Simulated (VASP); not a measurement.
Wanted: the native input for a VASP 6.6.1 run.

```
Task                   : single point
Functional             : r2SCAN
Potentials or basis    : VASP PAW PBE potentials, release 64 (Sn_d, O)
Cutoff                 : 520 eV
k mesh                 : 6 × 6 × 6
Occupations            : fermi-dirac, width 0.02 eV
Spin                   : no spin polarisation
Dipole correction      : no
Further INCAR settings : ALGO = Normal; EDIFF = 1e-06; NBANDS = 17
```

The system is SnO.

```
Sn O
1.0
     0.00000    2.68086    2.68086
     2.68086    0.00000    2.68086
     2.68086    2.68086    0.00000
Sn O
1 1
Direct
  0.00000 0.00000 0.00000
  0.25000 0.25000 0.25000
```

This cell differs from its parent crystal: volume changed by -3%.

These files were run (other wordings do the same):

POSCAR

```
SnO
1.0
    0.0000000000      2.6808571425      2.6808571425
    2.6808571425      0.0000000000      2.6808571425
    2.6808571425      2.6808571425      0.0000000000
Sn O
1 1
Direct
    0.0000000000      0.0000000000      0.0000000000
    0.2500000000      0.2500000000      0.2500000000
```

INCAR.step1

```
SYSTEM = SnO
ALGO = Normal ; EDIFF = 1E-4
ENCUT = 520 ; GGA = PE
ISMEAR = -1 ; LASPH = .True.
LCHARG = .False. ; LREAL = .False.
LWAVE = .True. ; NBANDS = 17
NELM = 100 ; PREC = Accurate
SIGMA = 0.02
```

INCAR.step2

```
SYSTEM = SnO
ALGO = Normal ; EDIFF = 1E-6
ENCUT = 520 ; ISIF = 2
ISMEAR = -1 ; ISTART = 1
LASPH = .True. ; LCHARG = .True.
LELF = .True. ; LMIXTAU = .True.
LREAL = .False. ; LVHAR = .True.
LWAVE = .False. ; METAGGA = R2SCAN
NBANDS = 17 ; NELM = 100
PREC = Accurate ; SIGMA = 0.02
```

KPOINTS

```
k-points
0
Gamma
  6 6 6
  0 0 0
```

Potentials or basis: VASP PAW PBE potentials, release 64 (Sn_d, O).

The run is started by

```bash
$ cat potpaw_PBE.64/Sn_d/POTCAR potpaw_PBE.64/O/POTCAR > POTCAR
$ cp INCAR.step1 INCAR
$ mpirun -np 1 vasp_std > vasp.out
$ cp INCAR.step2 INCAR
$ mpirun -np 1 vasp_std > vasp.out
```

It gave:

| Property | Result |
| --- | --- |
| Pressure | 2.5 GPa |
| Band gap on the k mesh | zero (band 10 reaches 6.52 eV, above the bottom of band 11 at 6.38 eV) |

Caveat: the PAW data sets were made with another functional, which shifts forces and pressure a little; spin-orbit coupling is left out, which moves the levels of the heavy elements.

It took 37 s on 1 thread of Intel(R) Xeon(R) Platinum 8488C (Sapphire Rapids), on a shared host, peak memory 0.16 GiB.
